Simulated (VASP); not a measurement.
Set up this calculation in VASP 6.6.1, as the native input.

```yaml
Task: single point
Functional: PBE
Potentials_or_basis: VASP PAW PBE potentials, release 64 (Zr_sv)
Cutoff: 520 eV
k_mesh: 4 × 4 × 6
Occupations: gaussian, width 0.1 eV
Spin: no spin polarisation
Dipole_correction: no
Further_INCAR_settings: ALGO = Normal; EDIFF = 1e-06; NBANDS = 32
```

The structure of Zr lies in POSCAR:

```
Zr
1.0
    5.5468910673      0.0000000000      0.0000000000
    0.0000000000      5.1350623198      0.0000000000
    0.0000000000      0.0000000000      3.2831748475
Zr
4
Direct
    0.1707299319      0.2500000000      0.4999597116
    0.8292700681      0.7500000000      0.5000402884
    0.3292700681      0.7500000000     -0.0000402884
    0.6707299319      0.2500000000      1.0000402884
```

These files were run (other wordings do the same):

INCAR

```
SYSTEM = Zr
ALGO     = Normal         ! electronic algorithm
EDIFF    = 1E-6           ! SCF threshold, eV
ENCUT    = 520            ! plane-wave cutoff, eV
GGA      = PE             ! functional
ISIF     = 2              ! what is computed and relaxed
ISMEAR   = 0              ! smearing method
LASPH    = .True.         ! aspherical terms in the spheres
LCHARG   = .False.        ! write CHGCAR
LREAL    = .False.        ! projectors in reciprocal space
LWAVE    = .False.        ! write WAVECAR
NBANDS   = 32             ! bands
NELM     = 80             ! most SCF steps
PREC     = Accurate       ! precision mode
SIGMA    = 0.1            ! smearing width, eV
```

KPOINTS

```
k-points
0
Gamma
  4 4 6
  0 0 0
```

Potentials or basis: VASP PAW PBE potentials, release 64 (Zr_sv).

Run with:

```bash
$ cat potpaw_PBE.64/Zr_sv/POTCAR > POTCAR
$ mpirun -np 1 vasp_std > vasp.out
```

Results of the run:

The pressure is 0.0 GPa, the largest force is 0.005 eV/Å and the band gap on the k mesh is zero (bands 24 and 25 overlap by 0.71 eV).

Wall time 80 s on 1 thread of Intel(R) Xeon(R) Platinum 8488C (Sapphire Rapids), on a shared host, peak memory 0.22 GiB.
